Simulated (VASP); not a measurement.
Set up this calculation in VASP 6.6.1, as the native input.

- Task: relaxation of the atoms
- Functional: PBE
- Potentials or basis: VASP PAW PBE potentials, release 64 (Cd, Si, P)
- Cutoff: 520 eV
- k mesh: 4 × 4 × 4
- Occupations: gaussian, width 0.05 eV
- Spin: no spin polarisation
- Dipole correction: no
- Further INCAR settings: LREAL = Auto; ALGO = Normal; EDIFF = 1e-06; IBRION = 2; EDIFFG = -0.02; NSW = 70

The structure of Cd3Si4P8 (a cell with a defect) lies in POSCAR:

```
Cd3Si4P8
1.0
    2.8622470520     -2.8622470520      5.2898076000
    2.8622470520     -2.8622470520     -5.2898076000
    5.7244941039      5.7244941039      0.0000000000
Cd Si P
3 4 8
Direct
    0.5000000000      0.0000000000      0.7500000000
    0.5000000000      0.5000000000      0.5000000000
    0.0000000000     -0.5000000000      0.2500000000
    0.0000000000      0.0000000000      0.5000000000
    0.5000000000      0.5000000000      0.0000000000
    0.5000000000      1.0000000000      0.2500000000
    0.0000000000      0.5000000000      0.7500000000
    0.6021980861      0.3521980861      0.2271980861
    0.1021980861      0.8521980861      0.7271980861
    0.6021980861      0.8521980861      0.0228019139
    0.1021980861      0.3521980861      0.5228019139
    0.1478019139      0.8978019139      0.2728019139
    0.6478019139      0.3978019139      0.7728019139
    0.6478019139      0.8978019139      0.4771980861
    0.1478019139      0.3978019139      0.9771980861
```

This cell differs from its parent crystal: atoms taken out.

These files were run (other wordings do the same):

INCAR

```
SYSTEM = Cd3Si4P8
PREC     = Accurate       ! precision mode
ENCUT    = 520            ! plane-wave cutoff, eV
EDIFF    = 1E-6           ! SCF threshold, eV
ISMEAR   = 0              ! smearing method
SIGMA    = 0.05           ! smearing width, eV
LREAL    = Auto         
LASPH    = .True.         ! aspherical terms in the spheres
NELM     = 100            ! most SCF steps
ALGO     = Normal         ! electronic algorithm
ISIF     = 2              ! what is computed and relaxed
LWAVE    = .False.        ! write WAVECAR
LCHARG   = .False.        ! write CHGCAR
GGA      = PE             ! functional
IBRION   = 2              ! ionic algorithm
NSW      = 70             ! ionic steps
EDIFFG   = -0.02          ! ionic threshold
LUSENCCL = .False.
```

KPOINTS

```
Automatic mesh
0
Gamma
  4 4 4
  0 0 0
```

Potentials or basis: VASP PAW PBE potentials, release 64 (Cd, Si, P).

Launch:

```bash
$ cat potpaw_PBE.64/Cd/POTCAR potpaw_PBE.64/Si/POTCAR potpaw_PBE.64/P/POTCAR > POTCAR
$ mpirun -np 1 vasp_std > vasp.out
```

Results of the run:

The energy gained by relaxing is 6.3 meV/atom and the ionic steps are 18. The pressure after relaxing is -2.0 GPa. The largest force after relaxing is 0.013 eV/Å and the band gap on the k mesh is zero (bands 46 and 47 overlap by 0.32 eV).

Caveat: the cell differs from its parent crystal (atoms taken out).

It took 30 min on 1 × NVIDIA H100 80GB with 1 thread of AMD EPYC 7R13 Processor (Zen 3) (shared host), peak memory 1.5 GiB.
